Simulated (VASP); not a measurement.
A run of VASP 6.6.1:

INCAR

```
SYSTEM = KMgPd3
PREC = Accurate ; ENCUT = 600
EDIFF = 1E-6 ; ISMEAR = 0
SIGMA = 0.1 ; LREAL = .FALSE.
LASPH = .TRUE. ; NELM = 120
ALGO = Normal ; ISIF = 2
LWAVE = .FALSE. ; LCHARG = .FALSE.
GGA = PE ; NBANDS = 28
GGA_COMPAT = .FALSE.
```

The input KPOINTS:

```
Automatic mesh
0
G
  4 4 4
  0 0 0
```

The input POSCAR:

```
KMgPd3
1.0
    4.2936964100      0.0000000000      0.0000000000
    0.0000000000      4.2936964100      0.0000000000
    0.0000000000      0.0000000000      4.2936964100
K Mg Pd
1 1 3
Direct
    0.5000000000      0.5000000000      0.5000000000
    0.0000000000      0.0000000000      0.0000000000
    0.5000000000      0.0000000000      0.0000000000
    0.0000000000      0.5000000000      0.0000000000
    0.0000000000      0.0000000000      0.5000000000
```

Potentials or basis: VASP PAW PBE potentials, release 64 (K_sv, Mg, Pd).

Run with:

```sh
$ cat potpaw_PBE.64/K_sv/POTCAR potpaw_PBE.64/Mg/POTCAR potpaw_PBE.64/Pd/POTCAR > POTCAR
$ mpirun -np 1 vasp_std > vasp.out
```

Hardware: 1 thread of Intel(R) Xeon(R) Platinum 8259CL CPU @ 2.50GHz (Skylake/Cascade Lake) (shared host).

Question: Estimate the wall time of this run.

Answer: Wall time 23 s on 1 thread of Intel(R) Xeon(R) Platinum 8259CL CPU @ 2.50GHz (Skylake/Cascade Lake), with other jobs on the host, peak memory 0.22 GiB. Counts: scf iterations 12, k points 10.
